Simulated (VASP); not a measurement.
# Zn (P6_3/mmc) in VASP: a series of runs, part 2 of 2

VASP 6.6.1.

**3. Single point, LDA**

This run uses another cell than the first one, of 13.67 Å³/atom, 0.948 times its volume.

File INCAR:

```
SYSTEM = Zn
PREC = Accurate
ENCUT = 500
EDIFF = 1E-6
ISMEAR = 0
SIGMA = 0.1
LREAL = .False.
LASPH = .True.
NELM = 120
ALGO = Normal
ISIF = 2
LWAVE = .False.
LCHARG = .True.
GGA = CA
LELF = .True.
LVHAR = .True.
NBANDS = 19
GGA_COMPAT = .False.
```

File KPOINTS:

```
regular mesh
0
Gamma
  18 18 10
  0 0 0
```

File POSCAR:

```
Zn
1.0
    2.5513234093      0.0000000000      0.0000000000
   -1.2756617047      2.2095108857      0.0000000000
    0.0000000000      0.0000000000      4.8514874475
Zn
2
Direct
    0.3333333333      0.6666666667      0.2500000000
    0.6666666667      0.3333333333      0.7500000000
```

Potentials or basis: VASP PAW LDA potentials, release 64 (Zn).

Started as:

```bash
cat potpaw_LDA.64/Zn/POTCAR > POTCAR
mpirun -np 1 vasp_std > vasp.out
```

OUTCAR:

```text
SYSTEM = Zn
   PREC = Accurate
   ENCUT = 500
   EDIFF = 1E-6
   ISMEAR = 0
   LREAL = .False.
   LASPH = .True.
   NELM = 120
   ISIF = 2
   GGA = CA

 ion  position               nearest neighbor table
   1  0.333  0.667  0.250-   2 2.84   2 2.84   2 2.84   2 2.84   2 2.84   2 2.84
   2  0.667  0.333  0.750-   1 2.84   1 2.84   1 2.84   1 2.84   1 2.84   1 2.84

  LATTYP: Found a hexagonal cell.
 ALAT       =     2.5513234093
 C/A-ratio  =     1.9015572192

  Lattice vectors:

 A1 = (   2.5513234093,   0.0000000000,   0.0000000000)
 A2 = (  -1.2756617047,   2.2095108857,   0.0000000000)
 A3 = (   0.0000000000,   0.0000000000,   4.8514874475)

Analysis of symmetry for initial positions (statically):
=====================================================================
 Subroutine PRICEL returns:
 Original cell was already a primitive cell.

 Routine SETGRP: Setting up the symmetry group for a
 hexagonal supercell.

 Subroutine GETGRP returns: Found 24 space group operations
 (whereof 12 operations were pure point group operations)
 out of a pool of 24 trial point group operations.

The static configuration has the point symmetry D_3d.
 The point group associated with its full space group is D_6h.

Analysis of symmetry for dynamics (positions and initial velocities):
=====================================================================
 Subroutine PRICEL returns:
 Original cell was already a primitive cell.

 Routine SETGRP: Setting up the symmetry group for a
 hexagonal supercell.

 Subroutine GETGRP returns: Found 24 space group operations
 (whereof 12 operations were pure point group operations)
 out of a pool of 24 trial point group operations.

The dynamic configuration has the point symmetry D_3d.
 The point group associated with its full space group is D_6h.

 Subroutine INISYM returns: Found 24 space group operations
 (whereof 12 operations are pure point group operations),
 and found     1 'primitive' translations

----------------------------------------------------------------------------------------

                                     Primitive cell

  volume of cell :      27.3487

  direct lattice vectors                    reciprocal lattice vectors
     2.551323409  0.000000000  0.000000000     0.391953445  0.226294427  0.000000000
    -1.275661705  2.209510886  0.000000000     0.000000000  0.452588854  0.000000000
     0.000000000  0.000000000  4.851487448     0.000000000  0.000000000  0.206122351

  length of vectors
     2.551323409  2.551323409  4.851487448     0.452588854  0.452588854  0.206122351

  position of ions in fractional coordinates (direct lattice)
     0.333333333  0.666666667  0.250000000
     0.666666667  0.333333333  0.750000000

  ion indices of the primitive-cell ions
   primitive index   ion index
                 1           1
                 2           2

----------------------------------------------------------------------------------------

 KPOINTS: regular mesh

Automatic generation of k-mesh.
 Grid dimensions read from file:
 generate k-points for:   18   18   10

 Generating k-lattice:

  Cartesian coordinates                     Fractional coordinates (reciprocal lattice)
     0.021775191  0.012571913  0.000000000     0.055555556  0.000000000  0.000000000
     0.000000000  0.025143825  0.000000000     0.000000000  0.055555556  0.000000000
     0.000000000  0.000000000  0.020612235     0.000000000  0.000000000  0.100000000

  Length of vectors
     0.025143825  0.025143825  0.020612235

  Shift w.r.t. Gamma in fractional coordinates (k-lattice)
     0.000000000  0.000000000  0.000000000

 Subroutine IBZKPT returns following result:
 ===========================================

 Found    222 irreducible k-points:

 Following reciprocal coordinates:
            Coordinates               Weight
  0.000000  0.000000  0.000000      1.000000
  0.055556  0.000000  0.000000      6.000000
  0.111111  0.000000  0.000000      6.000000
  0.166667  0.000000  0.000000      6.000000
  0.222222 -0.000000  0.000000      6.000000
  0.277778 -0.000000  0.000000      6.000000
[... 16 lines left out ...]
  0.333333  0.111111  0.000000     12.000000
  0.388889  0.111111  0.000000     12.000000
 [... further k-points ...]
   k-points           NKPTS =    222   k-points in BZ     NKDIM =    222   number of bands    NBANDS=     19
   number of dos      NEDOS =    301   number of ions     NIONS =      2
   total plane-waves  NPLWV =  14400
   dimension x,y,z NGX =    20 NGY =   20 NGZ =   36
   dimension x,y,z NGXF=    40 NGYF=   40 NGZF=   72
   ions per type =               2
   NGX,Y,Z   is equivalent  to a cutoff of  13.03, 13.03, 12.34 a.u.
   NGXF,Y,Z  is equivalent  to a cutoff of  26.06, 26.06, 24.67 a.u.
 SYSTEM =  Zn
   PREC   = accura    normal or accurate (medium, high low for compatibility)
   ISTART =      0    job   : 0-new  1-cont  2-samecut
   ICHARG =      2    charge: 1-file 2-atom 10-const
   ISPIN  =      1    spin polarized calculation?
   LNONCOLLINEAR =      F non collinear calculations
   LSORBIT =      F    spin-orbit coupling
   LASPH  =      T    aspherical Exc in radial PAW
   ENCUT  =  500.0 eV  36.75 Ry    6.06 a.u.   4.65  4.65  8.85*2*pi/ulx,y,z
   NELM   =    120;   NELMIN=  2; NELMDL= -5     # of ELM steps
   EDIFF  = 0.1E-05   stopping-criterion for ELM
   LREAL  =      F    real-space projection
   EDIFFG = 0.1E-04   stopping-criterion for IOM
   NSW    =      0    number of steps for IOM
   IBRION =     -1    ionic relax: 0-MD 1-quasi-New 2-CG
   NFREE  =      0    steps in history (QN), initial steepest desc. (CG)
   ISIF   =      2    stress and relaxation
   ISYM   =      2    0-nonsym 1-usesym 2-fastsym
   POTIM  = 0.5000    time-step for ionic-motion
   TEBEG  =    0.0;   TEEND  =   0.0 temperature during run
   PSTRESS=    0.0 pullay stress
   NELECT =      24.0000    total number of electrons
   NUPDOWN=      -1.0000    fix difference up-down
   EMIN   =  10.00;   EMAX   =-10.00  energy-range for DOS
   EFERMI =   0.00;   METHOD = LEGACY
   ISMEAR =     0;   SIGMA  =   0.10  broadening in eV -4-tet -1-fermi 0-gaus
   EFERMI_NEDOS =   21; number of points for ismear=-14 and -15
   IALGO  =     38    algorithm
   IMIX   =      4    mixing-type and parameters
     AMIX     =   0.40;   BMIX     =  1.00
     AMIX_MAG =   1.60;   BMIX_MAG =  1.00
  volume/ion in A,a.u.               =      13.67        92.28
  Fermi-wavevector in a.u.,A,eV,Ry     =   1.567351  2.961865 33.423943  2.456591
  Thomas-Fermi vector in A             =   2.669544
   LORBIT       =      0    0 simple, 1 ext, 2 COOP (PROOUT), +10 PAW based schemes
   GGA     = CA    functional components
   LHFCALC =     F    Hartree Fock is set to
   AEXX    =    0.0000 exact exchange contribution
   IVDW    =     0    specifies the selected vdW correction
   LEPSILON=     F    determine dielectric tensor
   LRPA    =     F    only Hartree local field effects (RPA)
 non-spin polarized calculation
 Gauss-broadening in eV      SIGMA  =   0.10
  energy-cutoff  :      500.00
  volume of cell :       27.35
 maximum number of plane-waves:       726
 NGX is ok and might be reduce to    20
   NGX =  9   NGY =  9   NGZ = 17

 number of electron      23.9999998 magnetization

 Free energy of the ion-electron system (eV)
  ---------------------------------------------------
  ext. energy  EPLUGINS =         0.00000000
  ---------------------------------------------------
  free energy    TOTEN  =        -3.75913484 eV

  energy without entropy =       -3.75805981  energy(sigma->0) =       -3.75859732

 E-fermi :   3.6625     XC(G=0): -12.4564

 val. band max:        3.6535572252   @ k =   0.3333   0.2778   0.5000
 cond. band min:       3.7177878015   @ k =   0.1667   0.0000   0.2000
 fundamental gap:      0.0642305763
 Fermi energy:         3.6624714039

 k-point     1 :       0.0000    0.0000    0.0000
  band No.  band energies     occupation
      1      -7.6049      2.00000
      2      -5.5780      2.00000
      3      -4.7033      2.00000
      4      -4.3900      2.00000
      5      -4.3900      2.00000
      6      -4.3351      2.00000
[... 11 lines left out ...]
     18      24.2710      0.00000
     19      24.6265      0.00000

 k-point     2 :       0.0556    0.0000    0.0000
  band No.  band energies     occupation
      1      -7.5043      2.00000
      2      -5.5273      2.00000
      3      -4.6898      2.00000
      4      -4.4032      2.00000
      5      -4.3631      2.00000
      6      -4.3485      2.00000
[... 476 lines left out ...]
 k-point    24 :       0.3889    0.1111    0.0000
  band No.  band energies     occupation
      1      -5.1767      2.00000
      2      -5.0738      2.00000
      3      -4.9397      2.00000
      4      -4.4089      2.00000
      5      -4.2133      2.00000
      6      -4.2095      2.00000
[... 11 lines left out ...]
     18      17.7440      0.00000
     19      19.0140      0.00000

 [... further k-points ...]
[... 5 lines left out ...]
  --------------------------------------------------------------------------------------
  -------------------------------------------------------------------------------------
  Total        0.1444911      0.1444911      0.0678474     -0.0000000     -0.0000000      0.0000000
  in kB        8.4647672      8.4647672      3.9747289     -0.0000000     -0.0000000      0.0000000
  external PRESSURE =       6.9680878 kB  Pullay stress =       0.0000000 kB

 VOLUME and BASIS-vectors are now :
 -----------------------------------------------------------------------------
  energy-cutoff  :      500.00
  volume of cell :       27.35
      direct lattice vectors                 reciprocal lattice vectors
     2.551323409  0.000000000  0.000000000     0.391953445  0.226294427  0.000000000
    -1.275661705  2.209510886  0.000000000     0.000000000  0.452588854  0.000000000
     0.000000000  0.000000000  4.851487448     0.000000000  0.000000000  0.206122351

 POSITION                                       TOTAL-FORCE (eV/Angst)
 -----------------------------------------------------------------------------------
     -0.00000      1.47301      1.21287         0.000000     -0.000000      0.000000
      1.27566      0.73650      3.63862        -0.000000      0.000000      0.000000
 -----------------------------------------------------------------------------------
    total drift:                               -0.000000      0.000000      0.000000

  FREE ENERGIE OF THE ION-ELECTRON SYSTEM (eV)
  ---------------------------------------------------
  free  energy   TOTEN  =        -3.7591348412 eV

  energy  without entropy=       -3.7580598055  energy(sigma->0) =       -3.75859732
```

stdout:

```text
POSCAR found type information on POSCAR Zn
 POSCAR found :  1 types and       2 ions
 scaLAPACK will be used
 LDA part: xc-table for (Slater(with rela. corr.)+CA(PZ))
 , standard interpolation
 POSCAR, INCAR and KPOINTS ok, starting setup
 FFT: planning ... GRIDC
 FFT: planning ... GRID_SOFT
 FFT: planning ... GRID
 WAVECAR not read
 entering main loop
```

Run time: 2.5 min. Hardware: 1 thread of Intel Xeon 8259CL, shared host; peak memory 0.2 GiB.

What came out:

| Quantity | Value |
| --- | --- |
| Free energy | -3.7591 eV |
| Pressure | 0.7 GPa |
| Band gap on the k mesh | zero (band 12 reaches 5.48 eV, above the bottom of band 13 at 0.40 eV) |

**4. Relaxation of cell and atoms, LDA**

File INCAR:

```
SYSTEM = Zn
PREC = Accurate ; ENCUT = 500
EDIFF = 1E-7 ; ISMEAR = 0
SIGMA = 0.1 ; LREAL = .False.
LASPH = .True. ; NELM = 120
ALGO = Normal ; ISIF = 3
LWAVE = .False. ; LCHARG = .False.
IBRION = 2 ; NSW = 100
EDIFFG = -0.005 ; GGA_COMPAT = .False.
NELMIN = 4
```

KPOINTS is that of step 3.

File POSCAR:

```
Zn
1.0
    2.6143598000      0.0000000000      0.0000000000
   -1.3071799000      2.2641020000      0.0000000000
    0.0000000000      0.0000000000      4.8731610200
Zn
2
Direct
    0.3333333300      0.6666666700      0.2500000000
    0.6666666700      0.3333333300      0.7500000000
```

Started as:

```bash
cat potpaw_LDA.64/Zn/POTCAR > POTCAR
mpirun -np 1 vasp_std > vasp.out
```

It took 7.8 min on 1 thread of Intel Xeon 8259CL, shared host; peak memory 0.2 GiB.

Results (log left out):

```yaml
Free_energy: -3.7596 eV
Relaxed_volume: 13.77 Å³/atom
Relaxed_cell: a = 2.558 Å, b = 2.558 Å, c = 4.858 Å, α = 90.00°, β = 90.00°, γ = 120.00°
Space_group_after_relaxing_to_0.05_Å: P6_3/mmc (No. 194)
Energy_gained_by_relaxing: 12.7 meV/atom
Ionic_steps: 8
Pressure_after_relaxing: 0.0 GPa
Band_gap_on_the_k_mesh: zero (band 12 reaches 5.41 eV, above the bottom of band 13 at 0.35 eV)
```

Step by step:
```csv
step,energy change (eV),largest force (eV/Å),pressure (GPa),volume (Å³)
1,0.0000,0.0000,-4.81,28.85
2,-0.0232,0.0000,1.69,27.07
3,-0.0252,0.0000,0.15,27.44
4,-0.0252,0.0000,0.00,27.47
5,-0.0254,0.0000,0.02,27.50
6,-0.0254,0.0000,-0.08,27.55
7,-0.0255,0.0000,-0.08,27.54
8,-0.0255,0.0000,-0.04,27.54
```

Final structure:
```
CELL_PARAMETERS angstrom
2.55834 0.00000 0.00000
-1.27917 2.21559 0.00000
0.00000 0.00000 4.85804
ATOMIC_POSITIONS crystal
Zn 0.33333 0.66667 0.25000
Zn 0.66667 0.33333 0.75000
```

Levels at points of the mesh, in eV from the Fermi level:
```
           k point  band 10  band 11  band 12  band 13  band 14  band 15
(0.00, 0.00, 0.00)    -7.31    -7.31    -4.21    -3.26    13.68    17.74
(0.50, 0.00, 0.00)    -7.06    -3.05    -2.11     2.71     3.67     4.54
(0.00, 0.00, 0.50)    -7.41    -7.41    -7.41     4.47     4.47    20.52
(0.50, 0.00, 0.50)    -7.07    -2.11    -2.11     0.43     0.43    10.45
```

**5. Overview**

```csv
task,cell,k mesh,gap on the mesh (eV),pressure (GPa)
single point,"a = 2.614, b = 2.614, c = 4.873 Å, angles 90.0, 90.0, 120.0°, 2 atoms",6 × 6 × 4,none,-3.3
single point,"a = 2.551, b = 2.551, c = 4.851 Å, angles 90.0, 90.0, 120.0°, 2 atoms",18 × 18 × 10,none,0.7
relaxation of cell and atoms,"relaxed from a = 2.614, b = 2.614, c = 4.873 Å, angles 90.0, 90.0, 120.0°, 2 atoms",18 × 18 × 10,none,0.0
```

Alike in all rows: level LDA; potentials or basis VASP PAW LDA potentials, release 64 (Zn); no spin polarisation; cutoff (eV) 500; smearing gaussian 0.1 eV.

Caveats: some runs use coarse meshes.

Total energies depend on the potentials used, so only differences within one code and one set of settings carry meaning.
